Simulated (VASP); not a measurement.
Write the native input for VASP 6.6.1 that does the following.

- Task: relaxation of cell and atoms
- Functional: PBE
- Potentials or basis: VASP PAW PBE potentials, release 64 (Na_pv, H)
- Cutoff: 600 eV
- k mesh: 6 × 6 × 6
- Occupations: gaussian, width 0.1 eV
- Spin: no spin polarisation
- Dipole correction: no
- Further INCAR settings: ALGO = Normal; EDIFF = 1e-06; IBRION = 2; EDIFFG = -0.04; NSW = 90; ISIF = 3

The structure of NaH3 lies in POSCAR:

```
NaH3
1.0
    3.0434787016      1.7571532476      2.8417072054
   -3.0434787016      1.7571532476      2.8417072054
    0.0000000000     -3.5143064953      2.8417072054
Na H
2 6
Direct
    0.7500000000      0.7500000000      0.7500000000
    0.2500000000      0.2500000000      0.2500000000
    0.2365273826      0.4865273826      0.4865273826
    0.4865273826      0.2365273826      0.4865273826
    0.4865273826      0.4865273826      0.2365273826
    0.5134726174      0.5134726174      0.7634726174
    0.5134726174      0.7634726174      0.5134726174
    0.7634726174      0.5134726174      0.5134726174
```

These files were run (other wordings do the same):

INCAR

```
SYSTEM = NaH3
PREC = Accurate
ENCUT = 600
EDIFF = 1E-6
ISMEAR = 0
SIGMA = 0.1
LREAL = .FALSE.
LASPH = .TRUE.
NELM = 100
ALGO = Normal
ISIF = 3
LWAVE = .FALSE.
LCHARG = .FALSE.
GGA = PE
IBRION = 2
NSW = 90
EDIFFG = -0.04
```

KPOINTS

```
Automatic mesh
0
G
  6 6 6
  0 0 0
```

Potentials or basis: VASP PAW PBE potentials, release 64 (Na_pv, H).

Launch:

```bash
$ cat potpaw_PBE.64/Na_pv/POTCAR potpaw_PBE.64/H/POTCAR > POTCAR
$ mpirun -np 1 vasp_std > vasp.out
```

It gave:

```yaml
Relaxed_volume: 11.10 Å³/atom
Relaxed_cell: a = 4.818 Å, b = 4.818 Å, c = 4.818 Å, α = 65.66°, β = 65.66°, γ = 65.66°
Space_group_after_relaxing_to_0.05_Å: R-3m (No. 166)
Energy_gained_by_relaxing: 728.8 meV/atom
Ionic_steps: 23
Pressure_after_relaxing: -0.2 GPa
Largest_force_after_relaxing: 0.039 eV/Å
Band_gap_on_the_k_mesh: 2.03 eV, direct
```

It took 6 min on 1 thread of Intel(R) Xeon(R) Platinum 8488C (Sapphire Rapids), on a shared host, peak memory 0.23 GiB.
